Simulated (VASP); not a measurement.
TaN:

```xyz
2
Lattice="0.0000 2.1963 2.1963 2.1963 0.0000 2.1963 2.1963 2.1963 0.0000" Properties=species:S:1:pos:R:3 pbc="T T T"
Ta    0.0000    0.0000    0.0000
N     2.1963    2.1963    2.1963
```

| Item | Value |
| --- | --- |
| Program | VASP 6.6.1 |
| Task | relaxation of cell and atoms |
| Functional | PBE |
| Potentials or basis | VASP PAW PBE potentials, release 64 (Ta_pv, N) |
| Cutoff | 600 eV |
| k mesh | 16 × 16 × 16 |
| Occupations | gaussian, width 0.1 eV |
| Spin | no spin polarisation |

At the start: pressure 6.5 GPa; volume 10.59 Å³/atom.

Where does the relaxation end?

Over 4 steps the energy falls by 4.0 meV/atom and the volume is 10.79 Å³/atom (+1.9 %); space group Fm-3m (No. 225, to 0.05 Å).

The path:
| step | energy change (eV) | largest force (eV/Å) | pressure (GPa) | volume (Å³) |
| --- | --- | --- | --- | --- |
| 1 | 0.0000 | 0.0000 | 6.51 | 21.19 |
| 2 | 0.0312 | 0.0000 | -12.82 | 22.54 |
| 3 | -0.0080 | 0.0000 | -0.08 | 21.60 |
| 4 | -0.0080 | 0.0000 | 0.04 | 21.59 |

Final structure:
```
Ta N
1.0
     0.00000    2.21007    2.21007
     2.21007    0.00000    2.21007
     2.21007    2.21007    0.00000
Ta N
1 1
Cartesian
  0.0000 0.0000 0.0000
  2.2101 2.2101 2.2101
```
